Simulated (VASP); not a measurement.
# SnSe (Fm-3m) in VASP: a series of runs

The runs below take SnSe through electric field gradients, density of states, with PBEsol.

Everything below comes from runs of VASP 6.6.1. Logs are shortened: lines on timing, memory, paths and dates and some standing lists are left out, and cuts for length are marked.

## Step 1: The cell of the first run

It takes space group Fm-3m (No. 225, cubic). Conventional cell: a = 6.061 Å, b = 6.061 Å, c = 6.061 Å, α = 90.00°, β = 90.00°, γ = 90.00°. Sn (site symmetry m-3m) has 6 Se at 3.03 Å within 4.0 Å. Se (site symmetry m-3m) has 6 Sn at 3.03 Å within 4.0 Å.

## Step 2: Electric field gradients, PBEsol (volume scaled by 1.02)

Input file INCAR:

```
PREC     = Accurate       # precision mode
ENCUT    = 520            # plane-wave cutoff, eV
EDIFF    = 1E-8           # SCF threshold, eV
ISMEAR   = -1             # smearing method
SIGMA    = 0.05           # smearing width, eV
LREAL    = False          # projectors in reciprocal space
LASPH    = True           # aspherical terms in the spheres
NELM     = 80             # most SCF steps
ALGO     = Normal         # electronic algorithm
ISIF     = 2              # what is computed and relaxed
LWAVE    = False          # write WAVECAR
LCHARG   = False          # write CHGCAR
GGA      = PS             # functional
LEFG     = True         
NBANDS   = 17             # bands
```

Input file KPOINTS:

```
Automatic mesh
0
Gamma
  11 11 11
```

Input file POSCAR:

```
SnSe
1.0
    0.0000000000      3.0303709409      3.0303709409
    3.0303709409      0.0000000000      3.0303709409
    3.0303709409      3.0303709409      0.0000000000
Sn Se
1 1
Direct
    0.0000000000      0.0000000000      0.0000000000
    0.5000000000      0.5000000000      0.5000000000
```

Potentials or basis: VASP PAW PBE potentials, release 64 (Sn_d, Se).

The run is started by

```sh
cat potpaw_PBE.64/Sn_d/POTCAR potpaw_PBE.64/Se/POTCAR > POTCAR
mpirun -np 1 vasp_std > vasp.out
```

OUTCAR:

```text
PREC = Accurate
   ENCUT = 520
   EDIFF = 1E-8
   ISMEAR = -1
   LREAL = False
   LASPH = True
   NELM = 80
   ISIF = 2
   GGA = PS

 ion  position               nearest neighbor table
   1  0.000  0.000  0.000-   2 3.03   2 3.03   2 3.03   2 3.03   2 3.03   2 3.03
   2  0.500  0.500  0.500-   1 3.03   1 3.03   1 3.03   1 3.03   1 3.03   1 3.03

  LATTYP: Found a face centered cubic cell.
 ALAT       =     6.0607418818

  Lattice vectors:

 A1 = (   0.0000000000,   3.0303709409,   3.0303709409)
 A2 = (   3.0303709409,   0.0000000000,   3.0303709409)
 A3 = (   3.0303709409,   3.0303709409,   0.0000000000)

Analysis of symmetry for initial positions (statically):
=====================================================================
 Subroutine PRICEL returns:
 Original cell was already a primitive cell.

 Routine SETGRP: Setting up the symmetry group for a
 face centered cubic supercell.

 Subroutine GETGRP returns: Found 48 space group operations
 (whereof 48 operations were pure point group operations)
 out of a pool of 48 trial point group operations.

The static configuration has the point symmetry O_h .

Analysis of symmetry for dynamics (positions and initial velocities):
=====================================================================
 Subroutine PRICEL returns:
 Original cell was already a primitive cell.

 Routine SETGRP: Setting up the symmetry group for a
 face centered cubic supercell.

 Subroutine GETGRP returns: Found 48 space group operations
 (whereof 48 operations were pure point group operations)
 out of a pool of 48 trial point group operations.

The dynamic configuration has the point symmetry O_h .

 Subroutine INISYM returns: Found 48 space group operations
 (whereof 48 operations are pure point group operations),
 and found     1 'primitive' translations

----------------------------------------------------------------------------------------

                                     Primitive cell

  volume of cell :      55.6567

  direct lattice vectors                    reciprocal lattice vectors
     0.000000000  3.030370941  3.030370941    -0.164996302  0.164996302  0.164996302
     3.030370941  0.000000000  3.030370941     0.164996302 -0.164996302  0.164996302
     3.030370941  3.030370941  0.000000000     0.164996302  0.164996302 -0.164996302

  length of vectors
     4.285591684  4.285591684  4.285591684     0.285781979  0.285781979  0.285781979

  position of ions in fractional coordinates (direct lattice)
     0.000000000  0.000000000  0.000000000
     0.500000000  0.500000000  0.500000000

  ion indices of the primitive-cell ions
   primitive index   ion index
                 1           1
                 2           2

----------------------------------------------------------------------------------------

 KPOINTS: Automatic mesh

Automatic generation of k-mesh.
 Grid dimensions read from file:
 generate k-points for:   11   11   11

 Generating k-lattice:

  Cartesian coordinates                     Fractional coordinates (reciprocal lattice)
    -0.014999664  0.014999664  0.014999664     0.090909091  0.000000000  0.000000000
     0.014999664 -0.014999664  0.014999664     0.000000000  0.090909091  0.000000000
     0.014999664  0.014999664 -0.014999664     0.000000000  0.000000000  0.090909091

  Length of vectors
     0.025980180  0.025980180  0.025980180

  Shift w.r.t. Gamma in fractional coordinates (k-lattice)
     0.000000000  0.000000000  0.000000000

 Subroutine IBZKPT returns following result:
 ===========================================

 Found     56 irreducible k-points:

 Following reciprocal coordinates:
            Coordinates               Weight
  0.000000  0.000000  0.000000      1.000000
  0.090909  0.000000  0.000000      8.000000
  0.181818  0.000000  0.000000      8.000000
  0.272727  0.000000  0.000000      8.000000
  0.363636  0.000000  0.000000      8.000000
  0.454545  0.000000  0.000000      8.000000
[... 16 lines left out ...]
 -0.272727  0.181818  0.000000     24.000000
 -0.181818  0.181818  0.000000     12.000000
 [... further k-points ...]
   k-points           NKPTS =     56   k-points in BZ     NKDIM =     56   number of bands    NBANDS=     17
   number of dos      NEDOS =    301   number of ions     NIONS =      2
   total plane-waves  NPLWV =  32768
   dimension x,y,z NGX =    32 NGY =   32 NGZ =   32
   dimension x,y,z NGXF=    64 NGYF=   64 NGZF=   64
   ions per type =               1   1
   NGX,Y,Z   is equivalent  to a cutoff of  12.41, 12.41, 12.41 a.u.
   NGXF,Y,Z  is equivalent  to a cutoff of  24.83, 24.83, 24.83 a.u.
 SYSTEM =  unknown system
   PREC   = accura    normal or accurate (medium, high low for compatibility)
   ISTART =      0    job   : 0-new  1-cont  2-samecut
   ICHARG =      2    charge: 1-file 2-atom 10-const
   ISPIN  =      1    spin polarized calculation?
   LNONCOLLINEAR =      F non collinear calculations
   LSORBIT =      F    spin-orbit coupling
   LASPH  =      T    aspherical Exc in radial PAW
   ENCUT  =  520.0 eV  38.22 Ry    6.18 a.u.   7.97  7.97  7.97*2*pi/ulx,y,z
   NELM   =     80;   NELMIN=  2; NELMDL= -5     # of ELM steps
   EDIFF  = 0.1E-07   stopping-criterion for ELM
   LREAL  =      F    real-space projection
   EDIFFG = 0.1E-06   stopping-criterion for IOM
   NSW    =      0    number of steps for IOM
   IBRION =     -1    ionic relax: 0-MD 1-quasi-New 2-CG
   NFREE  =      0    steps in history (QN), initial steepest desc. (CG)
   ISIF   =      2    stress and relaxation
   ISYM   =      2    0-nonsym 1-usesym 2-fastsym
   POTIM  = 0.5000    time-step for ionic-motion
   TEBEG  =    0.0;   TEEND  =   0.0 temperature during run
   PSTRESS=    0.0 pullay stress
   NELECT =      20.0000    total number of electrons
   NUPDOWN=      -1.0000    fix difference up-down
   EMIN   =  10.00;   EMAX   =-10.00  energy-range for DOS
   EFERMI =   0.00;   METHOD = LEGACY
   ISMEAR =    -1;   SIGMA  =   0.05  broadening in eV -4-tet -1-fermi 0-gaus
   EFERMI_NEDOS =   21; number of points for ismear=-14 and -15
   IALGO  =     38    algorithm
   IMIX   =      4    mixing-type and parameters
     AMIX     =   0.40;   BMIX     =  1.00
     AMIX_MAG =   1.60;   BMIX_MAG =  1.00
  volume/ion in A,a.u.               =      27.83       187.79
  Fermi-wavevector in a.u.,A,eV,Ry     =   1.163891  2.199435 18.431032  1.354643
  Thomas-Fermi vector in A             =   2.300436
   LORBIT       =      0    0 simple, 1 ext, 2 COOP (PROOUT), +10 PAW based schemes
   GGA     = PS    functional components
   LHFCALC =     F    Hartree Fock is set to
   AEXX    =    0.0000 exact exchange contribution
   IVDW    =     0    specifies the selected vdW correction
   LEPSILON=     F    determine dielectric tensor
   LRPA    =     F    only Hartree local field effects (RPA)
 non-spin polarized calculation
  energy-cutoff  :      520.00
  volume of cell :       55.66
 maximum number of plane-waves:      1510
   NGX = 15   NGY = 15   NGZ = 15

 number of electron      19.9999999 magnetization

 Free energy of the ion-electron system (eV)
  ---------------------------------------------------
  ext. energy  EPLUGINS =         0.00000000
  ---------------------------------------------------
  free energy    TOTEN  =        -8.95060907 eV

  energy without entropy =       -8.95041959  energy(sigma->0) =       -8.95051433

 E-fermi :   5.3762     XC(G=0):  -9.6834

 val. band max:        5.1298814415   @ k =  -0.3636   0.0909   0.0000
 cond. band min:       5.6264474270   @ k =  -0.3636   0.0909   0.0000
 fundamental gap:      0.4965659856
 Fermi energy:         5.3761902234

 k-point     1 :       0.0000    0.0000    0.0000
  band No.  band energies     occupation
      1     -16.2682      2.00000
      2     -16.2682      2.00000
      3     -16.2682      2.00000
      4     -16.2665      2.00000
      5     -16.2665      2.00000
      6      -8.5163      2.00000
[... 9 lines left out ...]
     16      11.0484      0.00000
     17      13.3177      0.00000

 k-point     2 :       0.0909    0.0000    0.0000
  band No.  band energies     occupation
      1     -16.2680      2.00000
      2     -16.2679      2.00000
      3     -16.2679      2.00000
      4     -16.2665      2.00000
      5     -16.2665      2.00000
      6      -8.4597      2.00000
[... 9 lines left out ...]
     16      11.2492      0.00000
     17      13.8961      0.00000
[... 421 lines left out ...]
 k-point    24 :      -0.1818    0.1818    0.0000
  band No.  band energies     occupation
      1     -16.2712      2.00000
      2     -16.2704      2.00000
      3     -16.2665      2.00000
      4     -16.2632      2.00000
      5     -16.2593      2.00000
      6      -7.9856      2.00000
[... 9 lines left out ...]
     16      14.1220      0.00000
     17      14.5580      0.00000

 [... further k-points ...]

------------------------ aborting loop because EDIFF is reached ----------------------------------------

  FORCE on cell =-STRESS in cart. coord.  units (eV):
  Direction    XX          YY          ZZ          XY          YZ          ZX
  --------------------------------------------------------------------------------------
  -------------------------------------------------------------------------------------
  Total       -0.9422371     -0.9422371     -0.9422371      0.0000000     -0.0000000      0.0000000
  in kB      -27.1239807    -27.1239807    -27.1239807      0.0000000     -0.0000000      0.0000000
  external PRESSURE =     -27.1239807 kB  Pullay stress =       0.0000000 kB

 VOLUME and BASIS-vectors are now :
 -----------------------------------------------------------------------------
  energy-cutoff  :      520.00
  volume of cell :       55.66
      direct lattice vectors                 reciprocal lattice vectors
     0.000000000  3.030370941  3.030370941    -0.164996302  0.164996302  0.164996302
     3.030370941  0.000000000  3.030370941     0.164996302 -0.164996302  0.164996302
     3.030370941  3.030370941  0.000000000     0.164996302  0.164996302 -0.164996302

 POSITION                                       TOTAL-FORCE (eV/Angst)
 -----------------------------------------------------------------------------------
      0.00000      0.00000      0.00000         0.000000     -0.000000     -0.000000
      3.03037      3.03037      3.03037         0.000000      0.000000      0.000000
 -----------------------------------------------------------------------------------
    total drift:                                0.000000     -0.000000     -0.000000

  FREE ENERGIE OF THE ION-ELECTRON SYSTEM (eV)
  ---------------------------------------------------
  free  energy   TOTEN  =        -8.9506090729 eV

  energy  without entropy=       -8.9504195878  energy(sigma->0) =       -8.95051433

 Electric field gradients (V/A^2)
---------------------------------------------------------------------
 ion       V_xx      V_yy      V_zz      V_xy      V_xz      V_yz
---------------------------------------------------------------------
   1       0.000    -0.000     0.000     0.001     0.001     0.001
   2       0.000    -0.000    -0.000     0.000     0.000     0.000
---------------------------------------------------------------------

 Electric field gradients after diagonalization (V/A^2)
 (convention: |V_zz| > |V_xx| > |V_yy|)
----------------------------------------------------------------------
 ion       V_xx      V_yy      V_zz     asymmetry (V_yy - V_xx)/ V_zz
----------------------------------------------------------------------
   1      -0.001    -0.001     0.002       0.000
   2      -0.000    -0.000     0.000       0.000
----------------------------------------------------------------------

           NMR quadrupolar parameters

 Cq : quadrupolar parameter    Cq=e*Q*V_zz/h
 eta: asymmetry parameters     (V_yy - V_xx)/ V_zz
 Q  : nuclear electric quadrupole moment in mb (millibarn)
----------------------------------------------------------------------
 ion       Cq(MHz)       eta       Q (mb)
----------------------------------------------------------------------
   1       0.000       0.000       1.000
   2       0.000       0.000       1.000
----------------------------------------------------------------------
```

It took 54 s on 1 thread of Intel Xeon 8259CL, shared host; peak memory 0.2 GiB.

Results:

```yaml
Free_energy: -8.9506 eV
Pressure: -2.7 GPa
```

Caveat: this odd mesh misses L, where the gap lies, so gap, dielectric constants and Born charges aren't listed; without QUAD_EFG the Cq values of the log hold for a quadrupole moment of 1 mb, not for the nuclei; the PAW data sets were made with another functional, which shifts forces and pressure a little; spin-orbit coupling is left out, which moves the levels of the heavy elements.

(Part 1 of 2 ends here.)
